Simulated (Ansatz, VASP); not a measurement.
## Ti3Br: VASP beside Ansatz

The input INCAR:

```
PREC = Accurate ; ENCUT = 520
EDIFF = 1E-6 ; ISMEAR = 0
SIGMA = 0.1 ; LREAL = F
LASPH = T ; NELM = 150
ALGO = Normal ; ISIF = 2
LWAVE = F ; LCHARG = F
ISPIN = 2 ; MAGMOM = 1 1 1 0
LORBIT = 11 ; LMAXMIX = 4
GGA = PE ; NBANDS = 34
```

Contents of KPOINTS:

```
regular mesh
0
Gamma
  4 4 4
```

Contents of POSCAR:

```
Ti3Br
1.0
    4.3836423900      0.0000000000      0.0000000000
    0.0000000000      4.3836423900      0.0000000000
    0.0000000000      0.0000000000      4.3836423900
Ti Br
3 1
Direct
    0.5000000000      0.0000000000      0.0000000000
    0.0000000000      0.5000000000      0.0000000000
    0.0000000000      0.0000000000      0.5000000000
    0.5000000000      0.5000000000      0.5000000000
```

Input for Ansatz:

```yaml
crystal:
  lattice:
    - [4.38364239, 0.0, 0.0]
    - [0.0, 4.38364239, 0.0]
    - [0.0, 0.0, 4.38364239]
  atoms:
    - { symbol: Ti, position: [0.5, 0.0, 0.0], spin: 1.0 }
    - { symbol: Ti, position: [0.0, 0.5, 0.0], spin: 1.0 }
    - { symbol: Ti, position: [0.0, 0.0, 0.5], spin: 1.0 }
    - { symbol: Br, position: [0.5, 0.5, 0.5] }
basis:
  ecutwfc: 420
kpoints:
  mp_grid: { grid: [4, 4, 4] }
hamiltonian:
  xc: pbe
scf:
  occupations: { method: gaussian, width: 0.1 }
  lower_state_search: "off"
output:
  forces: true
  stress: true
  eigenvalues: true
  populations: true
magnetization:
  spin_polarized: true
```

Alike in both runs: task single point; functional PBE; k mesh 4 × 4 × 4; occupations gaussian, width 0.1 eV; collinear spin.

|  | VASP | Ansatz |
| --- | --- | --- |
| version | VASP 6.6.1 | Ansatz 0.2.0 |
| potentials or method | VASP PAW PBE potentials, release 64 (Ti_sv, Br), cutoff 520 eV | scalar-relativistic, plane waves, PAW |
| valence electrons in the cell | 43 | 43 |

```tsv
	VASP	Ansatz	Ansatz less VASP
gap on the k mesh at the Fermi level (eV)	none	none	-
pressure (GPa)	-10.2	-10.2	+0.01
net moment per atom (μB)	0.34	0.34	0.000
size of the moment on the site where the two differ most (μB)	0.31	0.35	+0.039
```

Site moments also hang on the region over which each program counts them. A gap of «none» marks a metal or a gap that the smearing closes.
